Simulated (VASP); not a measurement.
# MoS2 (R-3m) in VASP: single point with PBE+D3(BJ)

Aim: the single point of MoS2 with PBE+D3(BJ).

All numbers are computed with VASP 6.6.1; they aren't measurements. Logs are shortened: lines on timing, memory, paths and dates and some standing lists are left out, and cuts for length are marked.

## (1) The cell of the first run

It takes space group R-3m (No. 166, trigonal). The conventional cell has a = 3.134 Å, b = 3.134 Å, c = 17.865 Å, α = 90.00°, β = 90.00°, γ = 120.00°. Mo (site symmetry -3m) has 6 S at 2.42 Å and 6 Mo at 3.13 Å within 3.2 Å. S (site symmetry 3m) has 3 Mo at 2.42 Å and 9 S at 3.13 to 3.29 Å within 3.3 Å.

## (2) Single point, PBE+D3(BJ)

Input file INCAR:

```
  PREC = Accurate
  ENCUT = 520
  EDIFF = 1E-6
  ISMEAR = 0
  SIGMA = 0.15
  LREAL = F
  LASPH = T
  NELM = 80
  ALGO = Normal
  ISIF = 2
  LWAVE = F
  LCHARG = F
  GGA = PE
  IVDW = 12
  NBANDS = 20
```

Input file KPOINTS:

```
regular mesh
0
Gamma
  15 15 15
```

Input file POSCAR:

```
MoS2
1.0
    1.5671157387      0.9047746936      5.9549887142
   -1.5671157387      0.9047746936      5.9549887142
    0.0000000000     -1.8095493872      5.9549887142
Mo S
1 2
Direct
    0.0000000000      0.0000000000      0.0000000000
    0.7563704478      0.7563704478      0.7563704478
    0.2436295522      0.2436295522      0.2436295522
```

Potentials or basis: VASP PAW PBE potentials, release 64 (Mo_sv, S).

Launch:

```console
cat potpaw_PBE.64/Mo_sv/POTCAR potpaw_PBE.64/S/POTCAR > POTCAR
mpirun -np 1 vasp_std > vasp.out
```

OUTCAR:

```text
PREC = Accurate
   ENCUT = 520
   EDIFF = 1E-6
   ISMEAR = 0
   LREAL = F
   LASPH = T
   NELM = 80
   ISIF = 2
   GGA = PE
   IVDW = 12
 IVDW          = 12

 ion  position               nearest neighbor table
   1  0.000  0.000  0.000-   2 2.42   2 2.42   3 2.42   3 2.42   2 2.42   3 2.42
   2  0.756  0.756  0.756-   1 2.42   1 2.42   1 2.42
   3  0.244  0.244  0.244-   1 2.42   1 2.42   1 2.42

  LATTYP: Found a trigonal (rhomboedric) cell.
 ALAT       =     6.2238540769
 COS(alpha) =     0.8732017275

  Lattice vectors:

 A1 = (   1.5671157387,   0.9047746936,   5.9549887142)
 A2 = (  -1.5671157387,   0.9047746936,   5.9549887142)
 A3 = (   0.0000000000,  -1.8095493872,   5.9549887142)

Analysis of symmetry for initial positions (statically):
=====================================================================
 Subroutine PRICEL returns:
 Original cell was already a primitive cell.

 Routine SETGRP: Setting up the symmetry group for a
 trigonal (rhombohedral) supercell.

 Subroutine GETGRP returns: Found 12 space group operations
 (whereof 12 operations were pure point group operations)
 out of a pool of 12 trial point group operations.

The static configuration has the point symmetry D_3d.

Analysis of symmetry for dynamics (positions and initial velocities):
=====================================================================
 Subroutine PRICEL returns:
 Original cell was already a primitive cell.

 Routine SETGRP: Setting up the symmetry group for a
 trigonal (rhombohedral) supercell.

 Subroutine GETGRP returns: Found 12 space group operations
 (whereof 12 operations were pure point group operations)
 out of a pool of 12 trial point group operations.

The dynamic configuration has the point symmetry D_3d.

 Subroutine INISYM returns: Found 12 space group operations
 (whereof 12 operations are pure point group operations),
 and found     1 'primitive' translations

----------------------------------------------------------------------------------------

                                     Primitive cell

  volume of cell :      50.6610

  direct lattice vectors                    reciprocal lattice vectors
     1.567115739  0.904774694  5.954988714     0.319057481  0.184207923  0.055975477
    -1.567115739  0.904774694  5.954988714    -0.319057481  0.184207923  0.055975477
     0.000000000 -1.809549387  5.954988714     0.000000000 -0.368415845  0.055975477

  length of vectors
     6.223854077  6.223854077  6.223854077     0.372643917  0.372643917  0.372643917

  position of ions in fractional coordinates (direct lattice)
     0.000000000  0.000000000  0.000000000
     0.756370448  0.756370448  0.756370448
     0.243629552  0.243629552  0.243629552

  ion indices of the primitive-cell ions
   primitive index   ion index
                 1           1
                 2           2
                 3           3

----------------------------------------------------------------------------------------

 KPOINTS: regular mesh

Automatic generation of k-mesh.
 Grid dimensions read from file:
 generate k-points for:   15   15   15

 Generating k-lattice:

  Cartesian coordinates                     Fractional coordinates (reciprocal lattice)
     0.021270499  0.012280528  0.003731698     0.066666667  0.000000000  0.000000000
    -0.021270499  0.012280528  0.003731698     0.000000000  0.066666667  0.000000000
     0.000000000 -0.024561056  0.003731698     0.000000000  0.000000000  0.066666667

  Length of vectors
     0.024842928  0.024842928  0.024842928

  Shift w.r.t. Gamma in fractional coordinates (k-lattice)
     0.000000000  0.000000000  0.000000000

 Subroutine IBZKPT returns following result:
 ===========================================

 Found    344 irreducible k-points:

 Following reciprocal coordinates:
            Coordinates               Weight
  0.000000  0.000000  0.000000      1.000000
  0.066667  0.000000  0.000000      6.000000
  0.133333  0.000000  0.000000      6.000000
  0.200000  0.000000  0.000000      6.000000
  0.266667  0.000000  0.000000      6.000000
  0.333333 -0.000000  0.000000      6.000000
[... 16 lines left out ...]
  0.133333  0.133333  0.000000      6.000000
  0.200000  0.133333  0.000000     12.000000
 [... further k-points ...]
   k-points           NKPTS =    344   k-points in BZ     NKDIM =    344   number of bands    NBANDS=     20
   number of dos      NEDOS =    301   number of ions     NIONS =      3
   total plane-waves  NPLWV = 110592
   dimension x,y,z NGX =    48 NGY =   48 NGZ =   48
   dimension x,y,z NGXF=    96 NGYF=   96 NGZF=   96
   ions per type =               1   2
   NGX,Y,Z   is equivalent  to a cutoff of  12.82, 12.82, 12.82 a.u.
   NGXF,Y,Z  is equivalent  to a cutoff of  25.64, 25.64, 25.64 a.u.
 SYSTEM =  unknown system
   PREC   = accura    normal or accurate (medium, high low for compatibility)
   ISTART =      0    job   : 0-new  1-cont  2-samecut
   ICHARG =      2    charge: 1-file 2-atom 10-const
   ISPIN  =      1    spin polarized calculation?
   LNONCOLLINEAR =      F non collinear calculations
   LSORBIT =      F    spin-orbit coupling
   LASPH  =      T    aspherical Exc in radial PAW
   ENCUT  =  520.0 eV  38.22 Ry    6.18 a.u.  11.57 11.57 11.57*2*pi/ulx,y,z
   NELM   =     80;   NELMIN=  2; NELMDL= -5     # of ELM steps
   EDIFF  = 0.1E-05   stopping-criterion for ELM
   LREAL  =      F    real-space projection
   EDIFFG = 0.1E-04   stopping-criterion for IOM
   NSW    =      0    number of steps for IOM
   IBRION =     -1    ionic relax: 0-MD 1-quasi-New 2-CG
   NFREE  =      0    steps in history (QN), initial steepest desc. (CG)
   ISIF   =      2    stress and relaxation
   ISYM   =      2    0-nonsym 1-usesym 2-fastsym
   POTIM  = 0.5000    time-step for ionic-motion
   TEBEG  =    0.0;   TEEND  =   0.0 temperature during run
   PSTRESS=    0.0 pullay stress
   NELECT =      26.0000    total number of electrons
   NUPDOWN=      -1.0000    fix difference up-down
   EMIN   =  10.00;   EMAX   =-10.00  energy-range for DOS
   EFERMI =   0.00;   METHOD = LEGACY
   ISMEAR =     0;   SIGMA  =   0.15  broadening in eV -4-tet -1-fermi 0-gaus
   EFERMI_NEDOS =   21; number of points for ismear=-14 and -15
   IALGO  =     38    algorithm
   IMIX   =      4    mixing-type and parameters
     AMIX     =   0.40;   BMIX     =  1.00
     AMIX_MAG =   1.60;   BMIX_MAG =  1.00
  volume/ion in A,a.u.               =      16.89       113.96
  Fermi-wavevector in a.u.,A,eV,Ry     =   1.310714  2.476891 23.374428  1.717972
  Thomas-Fermi vector in A             =   2.441226
   LORBIT       =      0    0 simple, 1 ext, 2 COOP (PROOUT), +10 PAW based schemes
   GGA     = PE    functional components
   LHFCALC =     F    Hartree Fock is set to
   AEXX    =    0.0000 exact exchange contribution
   IVDW    =    12    specifies the selected vdW correction
   LEPSILON=     F    determine dielectric tensor
   LRPA    =     F    only Hartree local field effects (RPA)
 non-spin polarized calculation
 Gauss-broadening in eV      SIGMA  =   0.15
  energy-cutoff  :      520.00
  volume of cell :       50.66
 maximum number of plane-waves:      1385
   NGX = 23   NGY = 23   NGZ = 23

 number of electron      26.0000001 magnetization

 Free energy of the ion-electron system (eV)
  ---------------------------------------------------
  ext. energy  EPLUGINS =         0.00000000
  ---------------------------------------------------
  free energy    TOTEN  =       -20.95231733 eV

  energy without entropy =      -20.94186504  energy(sigma->0) =      -20.94709119

 E-fermi :   8.3967     XC(G=0): -11.2200

 val. band max:        8.3795060411   @ k =  -0.4667   0.2667   0.0000
 cond. band min:       8.4109417591   @ k =   0.4000   0.2667   0.0667
 fundamental gap:      0.0314357180
 Fermi energy:         8.3967151745

 k-point     1 :       0.0000    0.0000    0.0000
  band No.  band energies     occupation
      1     -53.2992      2.00000
      2     -27.3948      2.00000
      3     -27.2397      2.00000
      4     -27.2397      2.00000
      5      -6.8412      2.00000
      6      -5.1065      2.00000
[... 12 lines left out ...]
     19      15.3869      0.00000
     20      18.0922      0.00000

 k-point     2 :       0.0667    0.0000    0.0000
  band No.  band energies     occupation
      1     -53.2973      2.00000
      2     -27.3911      2.00000
      3     -27.2586      2.00000
      4     -27.2440      2.00000
      5      -6.7662      2.00000
      6      -5.0894      2.00000
[... 12 lines left out ...]
     19      15.6479      0.00000
     20      17.7642      0.00000

 k-point     3 :       0.1333    0.0000    0.0000
  band No.  band energies     occupation
      1     -53.2917      2.00000
      2     -27.3806      2.00000
      3     -27.3118      2.00000
      4     -27.2562      2.00000
      5      -6.5481      2.00000
      6      -5.0379      2.00000
[... 12 lines left out ...]
     19      16.1366      0.00000
     20      17.5142      0.00000

 k-point     4 :       0.2000    0.0000    0.0000
  band No.  band energies     occupation
      1     -53.2836      2.00000
      2     -27.3899      2.00000
      3     -27.3647      2.00000
      4     -27.2740      2.00000
      5      -6.2092      2.00000
      6      -4.9505      2.00000
[... 12 lines left out ...]
     19      16.4588      0.00000
     20      17.9622      0.00000

 k-point     5 :       0.2667    0.0000    0.0000
  band No.  band energies     occupation
      1     -53.2741      2.00000
      2     -27.4778      2.00000
      3     -27.3470      2.00000
      4     -27.2945      2.00000
      5      -5.7960      2.00000
      6      -4.8192      2.00000
[... 12 lines left out ...]
     19      16.1173      0.00000
     20      18.5078      0.00000

 k-point     6 :       0.3333   -0.0000    0.0000
  band No.  band energies     occupation
      1     -53.2651      2.00000
      2     -27.5610      2.00000
      3     -27.3299      2.00000
      4     -27.3139      2.00000
      5      -5.4006      2.00000
      6      -4.6156      2.00000
[... 12 lines left out ...]
     19      15.6963      0.00000
     20      17.2617      0.00000

 k-point     7 :       0.4000   -0.0000    0.0000
  band No.  band energies     occupation
      1     -53.2581      2.00000
      2     -27.6253      2.00000
      3     -27.3291      2.00000
      4     -27.3164      2.00000
      5      -5.1407      2.00000
      6      -4.3245      2.00000
[... 12 lines left out ...]
     19      15.5339      0.00000
     20      16.1497      0.00000
[... 277 lines left out ...]
 k-point    20 :      -0.2000    0.0667   -0.0000
  band No.  band energies     occupation
      1     -53.2779      2.00000
      2     -27.4386      2.00000
      3     -27.3542      2.00000
      4     -27.2909      2.00000
      5      -5.9634      2.00000
      6      -4.8763      2.00000
[... 12 lines left out ...]
     19      16.3511      0.00000
     20      18.2709      0.00000

 k-point    21 :      -0.1333    0.0667   -0.0000
  band No.  band energies     occupation
      1     -53.2867      2.00000
      2     -27.3711      2.00000
      3     -27.3577      2.00000
      4     -27.2695      2.00000
      5      -6.3456      2.00000
      6      -4.9780      2.00000
[... 12 lines left out ...]
     19      16.4261      0.00000
     20      17.5486      0.00000

 k-point    22 :      -0.0667    0.0667   -0.0000
  band No.  band energies     occupation
      1     -53.2935      2.00000
      2     -27.3840      2.00000
      3     -27.2941      2.00000
      4     -27.2529      2.00000
      5      -6.6232      2.00000
      6      -5.0488      2.00000
[... 12 lines left out ...]
     19      15.9978      0.00000
     20      17.4642      0.00000

 k-point    23 :       0.1333    0.1333    0.0000
  band No.  band energies     occupation
      1     -53.2917      2.00000
      2     -27.3806      2.00000
      3     -27.3118      2.00000
      4     -27.2562      2.00000
      5      -6.5288      2.00000
      6      -5.0711      2.00000
[... 12 lines left out ...]
     19      16.2346      0.00000
     20      17.5135      0.00000

 k-point    24 :       0.2000    0.1333    0.0000
  band No.  band energies     occupation
      1     -53.2867      2.00000
      2     -27.3712      2.00000
      3     -27.3577      2.00000
      4     -27.2695      2.00000
      5      -6.3105      2.00000
      6      -5.0337      2.00000
[... 12 lines left out ...]
     19      16.4842      0.00000
     20      17.5816      0.00000

 [... further k-points ...]

------------------------ aborting loop because EDIFF is reached ----------------------------------------

 Edisp (eV)   -1.34934

 E8    (eV) :    -0.5446

  FORCE on cell =-STRESS in cart. coord.  units (eV):
  Direction    XX          YY          ZZ          XY          YZ          ZX
  --------------------------------------------------------------------------------------
  -------------------------------------------------------------------------------------
  Total      -0.02274    -0.02274    -0.03882     0.00000    -0.00000     0.00000
  in kB      -0.71914    -0.71914    -1.22782     0.00000    -0.00000     0.00000
  external pressure =       -0.89 kB  Pullay stress =        0.00 kB

 VOLUME and BASIS-vectors are now :
 -----------------------------------------------------------------------------
  energy-cutoff  :      520.00
  volume of cell :       50.66
      direct lattice vectors                 reciprocal lattice vectors
     1.567115739  0.904774694  5.954988714     0.319057481  0.184207923  0.055975477
    -1.567115739  0.904774694  5.954988714    -0.319057481  0.184207923  0.055975477
     0.000000000 -1.809549387  5.954988714     0.000000000 -0.368415845  0.055975477

 POSITION                                       TOTAL-FORCE (eV/Angst)
 -----------------------------------------------------------------------------------
      0.00000      0.00000      0.00000         0.000000      0.000000     -0.000000
      0.00000      0.00000     13.51253         0.000000      0.000000     -0.014144
      0.00000      0.00000      4.35243         0.000000     -0.000000      0.014144
 -----------------------------------------------------------------------------------
    total drift:                               -0.000000     -0.000000      0.000000

  FREE ENERGIE OF THE ION-ELECTRON SYSTEM (eV)
  ---------------------------------------------------
  free  energy   TOTEN  =       -22.3016604987 eV

  energy  without entropy=      -22.2912082160  energy(sigma->0) =      -22.29643436
```

It took 23 min on 1 thread of Intel Xeon 8259CL, shared host; peak memory 0.56 GiB.

Results:

* Free energy: -22.3017 eV
* Pressure: -0.1 GPa
* Largest force: 0.014 eV/Å
* Band gap on the k mesh: zero (bands 13 and 14 overlap by 0.39 eV)
* Dispersion energy per atom: -0.450 eV

Forces on the atoms (eV/Å):
```
Mo   0.000  0.000  0.000
S    0.000  0.000 -0.014
S    0.000  0.000  0.014
```
